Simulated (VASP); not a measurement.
# Te2Mo in VASP: settings compared

Te2Mo is run at these levels: PBE, r2SCAN; tasks: single point.

Program: VASP 6.6.1. These are calculated values, not measurements. Logs are shortened: lines on timing, memory, paths and dates and some standing lists are left out, and cuts for length are marked.

**Experimental background.**

From “Broadband infrared study of pressure-tunable Fano resonance and metallization transition in 2H-MoTe2”, 2022, pmc:9569381, for a bulk crystal of Te2Mo at 300 K: band gap 0.88 ± 0.05 eV (indirect).

The results are compared with them further down.

## Step 1: The cell of the first run

Symmetry: C2/c, No. 15, monoclinic system. The conventional cell has a = 3.557 Å, b = 6.160 Å, c = 15.341 Å, α = 90.00°, β = 91.15°, γ = 90.00°. Within 3.7 Å of Te (site symmetry 1) lie 3 Mo at 2.71 to 2.76 Å and 7 Te at 3.56 to 3.62 Å. Mo (site symmetry 2) has 6 Te at 2.71 to 2.76 Å and 6 Mo at 3.56 Å within 3.6 Å.

## Step 2: Single point, PBE, collinear spin

INCAR

```
PREC = Accurate
ENCUT = 520
EDIFF = 1E-6
ISMEAR = 0
SIGMA = 0.05
LREAL = False
LASPH = True
NELM = 150
ALGO = Normal
ISIF = 2
LWAVE = False
LCHARG = False
ISPIN = 2
MAGMOM = 0 0 0 0 0.05 0.05
LORBIT = 11
LMAXMIX = 4
GGA = PE
NBANDS = 39
KPAR = 4
```

KPOINTS

```
Automatic mesh
0
Gamma
  10 10 2
```

POSCAR

```
Te2Mo
1.0
    3.5565664135      0.0000000000      0.0355656641
   -1.7782832068      3.0800768643     -0.0177828321
    0.1533987657      0.0000000000     15.3398765745
Te Mo
4 2
Direct
    0.3333333333      0.6666666667      0.6321297193
    0.6666666667      0.3333333333      0.1321297193
    0.3333333333      0.6666666667      0.8678702807
    0.6666666667      0.3333333333      0.3678702807
    0.3333333333      0.6666666667      0.2500000000
    0.6666666667      0.3333333333      0.7500000000
```

Potentials or basis: VASP PAW PBE potentials, release 64 (Te, Mo_sv).

Launch:

```bash
$ cat potpaw_PBE.64/Te/POTCAR potpaw_PBE.64/Mo_sv/POTCAR > POTCAR
$ mpirun -np 4 vasp_std > vasp.out
```

OUTCAR:

```text
PREC = Accurate
   ENCUT = 520
   EDIFF = 1E-6
   ISMEAR = 0
   LREAL = False
   LASPH = True
   NELM = 150
   ISIF = 2
   ISPIN = 2
   LORBIT = 11
   GGA = PE

 ion  position               nearest neighbor table
   1  0.333  0.667  0.632-   6 2.71   6 2.74   6 2.76   3 3.62
   2  0.667  0.333  0.132-   5 2.71   5 2.74   5 2.76   4 3.62
   3  0.333  0.667  0.868-   6 2.71   6 2.74   6 2.76   1 3.62
   4  0.667  0.333  0.368-   5 2.71   5 2.74   5 2.76   2 3.62
   5  0.333  0.667  0.250-   4 2.71   2 2.71   4 2.74   2 2.74   2 2.76   4 2.76
   6  0.667  0.333  0.750-   1 2.71   3 2.71   1 2.74   3 2.74   3 2.76   1 2.76

  LATTYP: Found a base centered monoclinic cell.
 ALAT       =     3.5567442374
 B/A-ratio  =     1.7319642115
 C/A-ratio  =     4.3131140519
 COS(beta)  =    -0.0199980002

  Lattice vectors:

 A1 = (  -1.7782832068,   3.0800768643,  -0.0177828321)
 A2 = (  -1.7782832067,  -3.0800768643,  -0.0177828320)
 A3 = (   0.1533987657,   0.0000000000,  15.3398765745)

Analysis of symmetry for initial positions (statically):
=====================================================================
 Subroutine PRICEL returns:
 Original cell was already a primitive cell.

 Routine SETGRP: Setting up the symmetry group for a
 base centered monoclinic supercell.

 Subroutine GETGRP returns: Found  4 space group operations
 (whereof  2 operations were pure point group operations)
 out of a pool of  4 trial point group operations.

The static configuration has the point symmetry S_2 .
 The point group associated with its full space group is C_2h.

Analysis of symmetry for dynamics (positions and initial velocities):
=====================================================================
 Subroutine PRICEL returns:
 Original cell was already a primitive cell.

 Routine SETGRP: Setting up the symmetry group for a
 base centered monoclinic supercell.

 Subroutine GETGRP returns: Found  4 space group operations
 (whereof  2 operations were pure point group operations)
 out of a pool of  4 trial point group operations.

The dynamic configuration has the point symmetry S_2 .
 The point group associated with its full space group is C_2h.

Analysis of structural, dynamic, and magnetic symmetry:
=====================================================================
 Subroutine PRICEL returns:
 Original cell was already a primitive cell.

 Routine SETGRP: Setting up the symmetry group for a
 base centered monoclinic supercell.

 Subroutine GETGRP returns: Found  4 space group operations
 (whereof  2 operations were pure point group operations)
 out of a pool of  4 trial point group operations.

The overall configuration has the point symmetry S_2 .
 The point group associated with its full space group is C_2h.

[... 149 lines left out ...]
  ext. energy  EPLUGINS =         0.00000000
  ---------------------------------------------------
  free energy    TOTEN  =       -36.05918352 eV

  energy without entropy =      -36.05918352  energy(sigma->0) =      -36.05918352

 E-fermi :   6.8890     XC(G=0):  -9.7254

 val. band max:        6.5483879833   @ k =   0.4000   0.3000   0.0000
 cond. band min:       7.6020463057   @ k =  -0.4000   0.2000  -0.0000
 fundamental gap:      1.0536583223
 Fermi energy:         6.8889754964

 spin component 1

 k-point     1 :       0.0000    0.0000    0.0000
  band No.  band energies     occupation
      1     -54.1032      1.00000
      2     -54.1032      1.00000
      3     -28.2484      1.00000
      4     -28.2484      1.00000
      5     -28.1463      1.00000
      6     -28.1463      1.00000
[... 973 lines left out ...]
     37      13.0491      0.00000
     38      13.2325      0.00000

 [... further k-points ...]

 spin component 2

 k-point     1 :       0.0000    0.0000    0.0000
  band No.  band energies     occupation
      1     -54.1033      1.00000
      2     -54.1032      1.00000
      3     -28.2484      1.00000
      4     -28.2484      1.00000
      5     -28.1463      1.00000
      6     -28.1463      1.00000
[... 973 lines left out ...]
     37      13.0493      0.00000
     38      13.2326      0.00000

 [... further k-points ...]

 [bands above 38 left out]

------------------------ aborting loop because EDIFF is reached ----------------------------------------

  FORCE on cell =-STRESS in cart. coord.  units (eV):
  Direction    XX          YY          ZZ          XY          YZ          ZX
  --------------------------------------------------------------------------------------
  -------------------------------------------------------------------------------------
  Total        0.0431885      0.0168218      0.1427727     -0.0000000     -0.0000000     -1.6305523
  in kB        0.4118203      0.1604026      1.3613970     -0.0000000     -0.0000000    -15.5479954
  external PRESSURE =       0.6445400 kB  Pullay stress =       0.0000000 kB

 VOLUME and BASIS-vectors are now :
 -----------------------------------------------------------------------------
  energy-cutoff  :      520.00
  volume of cell :      168.02
      direct lattice vectors                 reciprocal lattice vectors
     3.556566414  0.000000000  0.035565664     0.281198182  0.162333611 -0.002811982
    -1.778283207  3.080076864 -0.017782832     0.000000000  0.324667222  0.000000000
     0.153398766  0.000000000 15.339876574    -0.000651961  0.000000000  0.065196092

 POSITION                                       TOTAL-FORCE (eV/Angst)
 -----------------------------------------------------------------------------------
      0.09697      2.05338      9.69679         0.217696      0.006366     -0.023001
      1.79855      1.02669      2.04464         0.217696     -0.006366     -0.023001
      0.13313      2.05338     13.31302        -0.217696      0.006366      0.023001
      1.83471      1.02669      5.66087        -0.217696     -0.006366      0.023001
      0.03835      2.05338      3.83497        -0.000000      0.012383     -0.000000
      1.89333      1.02669     11.52269         0.000000     -0.012383      0.000000
 -----------------------------------------------------------------------------------
    total drift:                               -0.000000      0.000000     -0.000000

  FREE ENERGIE OF THE ION-ELECTRON SYSTEM (eV)
  ---------------------------------------------------
  free  energy   TOTEN  =       -36.0591835227 eV

  energy  without entropy=      -36.0591835227  energy(sigma->0) =      -36.05918352

 total charge

# of ion       s       p       d       tot
------------------------------------------
    1        1.384   1.971   0.059   3.414
    2        1.384   1.971   0.059   3.414
    3        1.384   1.971   0.059   3.414
    4        1.384   1.971   0.059   3.414
    5        2.250   6.140   3.957  12.347
    6        2.250   6.140   3.957  12.347
--------------------------------------------------
tot         10.038  20.164   8.149  38.351

 magnetization (x)

# of ion       s       p       d       tot
------------------------------------------
    1       -0.000   0.000   0.000   0.000
    2       -0.000   0.000   0.000   0.000
    3       -0.000   0.000   0.000   0.000
    4       -0.000   0.000   0.000   0.000
    5       -0.000  -0.000  -0.000  -0.000
    6       -0.000  -0.000  -0.000  -0.000
--------------------------------------------------
tot         -0.000   0.000  -0.000  -0.000
```

stdout:

```text
POSCAR found type information on POSCAR TeMo
 POSCAR found :  2 types and       6 ions
 scaLAPACK will be used
 LDA part: xc-table for (Slater+PW92), standard interpolation
 POSCAR, INCAR and KPOINTS ok, starting setup
 FFT: planning ... GRIDC
 FFT: planning ... GRID_SOFT
 FFT: planning ... GRID
 WAVECAR not read
 entering main loop
```

Wall time 3.6 min (4 MPI ranks of Intel Xeon Platinum 8375C at 2.90GHz (Ice Lake), shared host); peak memory 0.75 GiB.

Results:

| Property | Result |
| --- | --- |
| Free energy | -36.0592 eV |
| Pressure | 0.1 GPa |
| Largest force | 0.219 eV/Å |
| Band gap on the k mesh | 1.05 eV (least direct gap 1.18 eV) |
| Net moment | 0.00 μB per cell |
| Valence electrons inside the program's atomic spheres | Te 3.41; Mo 12.35 |

Forces on the atoms (eV/Å):
```
Te   0.218  0.006 -0.023
Te   0.218 -0.006 -0.023
Te  -0.218  0.006  0.023
Te  -0.218 -0.006  0.023
Mo   0.000  0.012  0.000
Mo   0.000 -0.012  0.000
```

Levels at points of the mesh, in eV from the valence-band top:
Spin up:
| k point | band 24 | band 25 | band 26 | band 27 | band 28 | band 29 |
| --- | --- | --- | --- | --- | --- | --- |
| (0.00, 0.00, 0.00) | -0.83 | -0.66 | -0.05 | 3.05 | 3.05 | 3.09 |
| (0.50, 0.00, 0.00) | -0.69 | -0.32 | -0.24 | 1.42 | 1.44 | 1.68 |
| (0.00, 0.50, 0.00) | -0.70 | -0.32 | -0.24 | 1.42 | 1.44 | 1.68 |
| (0.00, 0.00, 0.50) | -0.84 | -0.19 | -0.19 | 3.06 | 3.06 | 3.08 |
| (0.50, 0.00, 0.50) | -0.68 | -0.28 | -0.28 | 1.43 | 1.43 | 1.76 |
| (0.00, 0.50, 0.50) | -0.70 | -0.28 | -0.28 | 1.43 | 1.43 | 1.76 |
Spin down:
```tsv
k point	band 24	band 25	band 26	band 27	band 28	band 29
(0.00, 0.00, 0.00)	-0.83	-0.66	-0.05	3.05	3.05	3.09
(0.50, 0.00, 0.00)	-0.69	-0.32	-0.24	1.42	1.44	1.68
(0.00, 0.50, 0.00)	-0.70	-0.32	-0.24	1.42	1.44	1.68
(0.00, 0.00, 0.50)	-0.84	-0.19	-0.19	3.06	3.06	3.08
(0.50, 0.00, 0.50)	-0.68	-0.28	-0.28	1.43	1.43	1.76
(0.00, 0.50, 0.50)	-0.70	-0.28	-0.28	1.43	1.43	1.76
```

Caveat: spin-orbit coupling is left out, which moves the levels of the heavy elements; this functional lacks dispersion, which binds the layers, so the pressure and a relaxed spacing across them are unreliable. A k mesh can miss the band edges.

## Step 3: Single point, r2SCAN, collinear spin

POSCAR, as its differences from that of step 2:

```diff
@@ -2,5 +2,5 @@
 1.0
-    3.5565664135      0.0000000000      0.0355656641
-   -1.7782832068      3.0800768643     -0.0177828321
-    0.1533987657      0.0000000000     15.3398765745
+    3.5565664135      0.0000000000      0.0000000000
+   -1.7782832068      3.0800768643      0.0000000000
+    0.0000000000      0.0000000000     15.3398765745
 Te Mo
```

INCAR.step1

```
SYSTEM = Te2Mo
ALGO     = Normal         ! electronic algorithm
EDIFF    = 1E-5           ! SCF threshold, eV
ENCUT    = 550            ! plane-wave cutoff, eV
GGA      = PE             ! functional
GGA_COMPAT= .False.      
ISMEAR   = 0              ! smearing method
ISPIN    = 2              ! spin polarisation
LASPH    = .True.         ! aspherical terms in the spheres
LCHARG   = .False.        ! write CHGCAR
LMAXMIX  = 4              ! l up to which the mixer works
LREAL    = .False.        ! projectors in reciprocal space
LWAVE    = .True.         ! write WAVECAR
MAGMOM   = 0 0 0 0 2 2    ! initial moments
NBANDS   = 39             ! bands
NELM     = 200            ! most SCF steps
PREC     = Accurate       ! precision mode
SIGMA    = 0.05           ! smearing width, eV
```

INCAR.step2

```
SYSTEM = Te2Mo
ALGO     = Normal         ! electronic algorithm
EDIFF    = 1E-6           ! SCF threshold, eV
ENCUT    = 550            ! plane-wave cutoff, eV
GGA_COMPAT= .False.      
ISIF     = 2              ! what is computed and relaxed
ISMEAR   = 0              ! smearing method
ISPIN    = 2              ! spin polarisation
ISTART   = 1            
LASPH    = .True.         ! aspherical terms in the spheres
LCHARG   = .True.         ! write CHGCAR
LELF     = .True.         ! ELF
LMAXMIX  = 4              ! l up to which the mixer works
LMIXTAU  = .True.       
LORBIT   = 11             ! projections on sites
LREAL    = .False.        ! projectors in reciprocal space
LVHAR    = .True.       
LWAVE    = .False.        ! write WAVECAR
MAGMOM   = 0 0 0 0 2 2    ! initial moments
METAGGA  = R2SCAN         ! meta-GGA
NBANDS   = 39             ! bands
NELM     = 200            ! most SCF steps
PREC     = Accurate       ! precision mode
SIGMA    = 0.05           ! smearing width, eV
```

KPOINTS

```
k-points
0
Gamma
  10 10 2
  0 0 0
```

Potentials or basis: VASP PAW PBE potentials, release 64 (Te, Mo_sv).

Launch:

```bash
$ cat potpaw_PBE.64/Te/POTCAR potpaw_PBE.64/Mo_sv/POTCAR > POTCAR
$ cp INCAR.step1 INCAR
$ mpirun -np 1 vasp_std > vasp.out
$ cp INCAR.step2 INCAR
$ mpirun -np 1 vasp_std > vasp.out
```

Run time: 38 min. Hardware: 1 thread of Intel Xeon 8259CL, shared host; peak memory 0.58 GiB.

Results (log left out):

```yaml
Free_energy: -155.6498 eV
Pressure: -0.7 GPa
Largest_force: 0.175 eV/Å
Band_gap_on_the_k_mesh: 1.16 eV (least direct gap 1.26 eV)
Net_moment: 0.00 μB per cell
Valence_electrons_inside_the_program's_atomic_spheres: Te 3.46; Mo 12.31
```

Forces in eV/Å, atoms in the order of the input:
```
Te   0.000  0.000  0.175
Te   0.000  0.000  0.175
Te   0.000  0.000 -0.175
Te   0.000  0.000 -0.175
Mo   0.000  0.000  0.000
Mo   0.000  0.000  0.000
```

Stress tensor (GPa, compression positive):
```
-0.27  0.00  0.00
 0.00 -0.27  0.00
 0.00  0.00 -1.69
```

Levels at points of the mesh, in eV from the valence-band top:
Spin up:
| k point | band 23 | band 24 | band 25 | band 26 | band 27 | band 28 | band 29 | band 30 |
| --- | --- | --- | --- | --- | --- | --- | --- | --- |
| (0.00, 0.00, 0.00) | -0.93 | -0.93 | -0.70 | -0.06 | 3.17 | 3.17 | 3.21 | 3.21 |
| (0.50, 0.00, 0.00) | -0.74 | -0.74 | -0.43 | -0.35 | 1.51 | 1.53 | 1.79 | 1.96 |
| (0.00, 0.00, 0.50) | -0.93 | -0.93 | -0.22 | -0.22 | 3.19 | 3.19 | 3.19 | 3.19 |
| (0.50, 0.00, 0.50) | -0.73 | -0.73 | -0.39 | -0.39 | 1.52 | 1.52 | 1.88 | 1.88 |
Spin down:
```
           k point  band 23  band 24  band 25  band 26  band 27  band 28  band 29  band 30
(0.00, 0.00, 0.00)    -0.93    -0.93    -0.70    -0.06     3.17     3.17     3.21     3.21
(0.50, 0.00, 0.00)    -0.74    -0.74    -0.43    -0.35     1.51     1.53     1.79     1.96
(0.00, 0.00, 0.50)    -0.93    -0.93    -0.22    -0.22     3.19     3.19     3.19     3.19
(0.50, 0.00, 0.50)    -0.73    -0.73    -0.39    -0.39     1.52     1.52     1.88     1.88
```

Caveat: the PAW data sets were made with another functional, which shifts forces and pressure a little; spin-orbit coupling is left out, which moves the levels of the heavy elements.

(Part 1 of 2 ends here.)
